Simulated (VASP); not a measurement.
Mg:

```
CELL_PARAMETERS angstrom
3.27224 0.00000 0.00000
-1.63612 2.83385 0.00000
0.00000 0.00000 5.31249
ATOMIC_POSITIONS crystal
Mg 0.66667 0.33333 0.75000
Mg 0.33333 0.66667 0.25000
```

Base run:

- Program: VASP 6.6.1
- Functional: PBEsol
- Potentials or basis: VASP PAW PBE potentials, release 64 (Mg)
- Cutoff: 520 eV
- k mesh: 10 × 10 × 5
- Occupations: fermi-dirac, width 0.05 eV
- Spin: no spin polarisation

Its results: band gap on the k mesh zero (band 2 reaches 2.91 eV, above the bottom of band 3 at 1.00 eV); pressure -2.8 GPa.

Q: The run is repeated on the same cell with these changes: dispersion from none to D3(BJ). What comes out?

A: Band gap on the k mesh zero (band 2 reaches 2.91 eV, above the bottom of band 3 at 1.00 eV); pressure -4.4 GPa.

Dispersion adds attraction, which lowers the pressure at fixed volume and, as a term added to the energy, leaves the levels alone.

Caveats: the PAW data sets were made with another functional, which shifts forces and pressure a little; pairwise dispersion overbinds metals, which lowers pressure and volume (some runs).
